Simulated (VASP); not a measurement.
Write the native input for VASP 6.6.1 that does the following.

```
Task                   : single point
Functional             : PBE
Potentials or basis    : VASP PAW PBE potentials, release 64 (B, N)
Cutoff                 : 600 eV
k mesh                 : 10 × 10 × 10
Occupations            : gaussian, width 0.05 eV
Spin                   : no spin polarisation
Dipole correction      : no
Further INCAR settings : ALGO = Normal; EDIFF = 1e-06; NBANDS = 11
```

The structure of BN (Qingsongite) lies in POSCAR:

```
BN
1.0
    0.0000000000      1.8075000000      1.8075000000
    1.8075000000      0.0000000000      1.8075000000
    1.8075000000      1.8075000000      0.0000000000
B N
1 1
Direct
    0.0000000000      0.0000000000      0.0000000000
    0.2500000000      0.2500000000      0.2500000000
```

These files were run (other wordings do the same):

INCAR

```
SYSTEM = BN
PREC     = Accurate       ! precision mode
ENCUT    = 600            ! plane-wave cutoff, eV
EDIFF    = 1E-6           ! SCF threshold, eV
ISMEAR   = 0              ! smearing method
SIGMA    = 0.05           ! smearing width, eV
LREAL    = .False.        ! projectors in reciprocal space
LASPH    = .True.         ! aspherical terms in the spheres
NELM     = 120            ! most SCF steps
ALGO     = Normal         ! electronic algorithm
ISIF     = 2              ! what is computed and relaxed
LWAVE    = .False.        ! write WAVECAR
LCHARG   = .False.        ! write CHGCAR
GGA      = PE             ! functional
NBANDS   = 11             ! bands
GGA_COMPAT= .False.
```

KPOINTS

```
regular mesh
0
Gamma
  10 10 10
  0 0 0
```

Potentials or basis: VASP PAW PBE potentials, release 64 (B, N).

The run is started by

```sh
$ cat potpaw_PBE.64/B/POTCAR potpaw_PBE.64/N/POTCAR > POTCAR
$ mpirun -np 1 vasp_std > vasp.out
```

Results of the run:

```json
{
  "Pressure": "3.0 GPa",
  "Band gap on the k mesh": "4.46 eV, indirect (least direct gap 8.82 eV)"
}
```

Run time: 6.3 s on 1 thread of Intel(R) Xeon(R) 6975P-C (Granite Rapids), with other jobs on the host, peak memory 0.12 GiB.
